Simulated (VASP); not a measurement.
**BaTe (rocksalt type): relaxation of cell and atoms with PBE**

The system is BaTe (rocksalt type).

```xyz
2
Lattice="0.0000 3.2195 3.2195 3.2195 0.0000 3.2195 3.2195 3.2195 0.0000" Properties=species:S:1:pos:R:3 pbc="T T T"
Ba    0.0000    0.0000    0.0000
Te    3.2195    3.2195    3.2195
```

- Program: VASP 6.6.1
- Task: relaxation of cell and atoms
- Functional: PBE
- Potentials or basis: VASP PAW PBE potentials, release 64 (Ba_sv, Te)
- Cutoff: 600 eV
- k mesh: 9 × 9 × 9
- Occupations: fermi-dirac, width 0.03 eV
- Spin: no spin polarisation
- Dipole correction: no
- Further INCAR settings: ALGO = Normal; EDIFF = 1e-06; IBRION = 2; EDIFFG = -0.005; NSW = 100; ISIF = 3

```yaml
Relaxed_volume: 44.52 Å³/atom
Relaxed_cell: a = 5.012 Å, b = 5.012 Å, c = 5.012 Å, α = 60.00°, β = 60.00°, γ = 60.00°
Space_group_after_relaxing_to_0.05_Å: Fm-3m (No. 225)
Energy_gained_by_relaxing: 413.1 meV/atom
Ionic_steps: 5
Pressure_after_relaxing: 0.0 GPa
Band_gap_on_the_k_mesh: 1.63 eV, indirect (least direct gap 2.01 eV)
```

Step by step:
```tsv
step	energy change (eV)	largest force (eV/Å)	pressure (GPa)	volume (Å³)
1	0.0000	0.0000	15.34	66.74
2	-0.6847	0.0000	-2.93	102.61
3	-0.8259	0.0000	0.13	88.65
4	-0.8261	0.0000	-0.03	89.16
5	-0.8261	0.0000	0.01	89.05
```

Final structure:
```
Ba Te
1.0
     0.00000    3.54427    3.54427
     3.54427    0.00000    3.54427
     3.54427    3.54427    0.00000
Ba Te
1 1
Direct
  0.00000 0.00000 0.00000
  0.50000 0.50000 0.50000
```

Levels at points of the mesh, in eV from the valence-band top:
| k point | band 6 | band 7 | band 8 | band 9 | band 10 | band 11 |
| --- | --- | --- | --- | --- | --- | --- |
| (0.00, 0.00, 0.00) | 0.00 | 0.00 | 0.00 | 2.77 | 2.95 | 2.95 |

It took 110 s on 1 thread of Intel(R) Xeon(R) Platinum 8375C CPU @ 2.90GHz (Ice Lake), on a shared host, peak memory 0.23 GiB.

Caveat: the volume moved by over 15 % at a fixed basis, so the end points are rough; spin-orbit coupling is left out, which moves the levels of the heavy elements. PBE gaps usually lie below the measured ones, often by a third to a half.
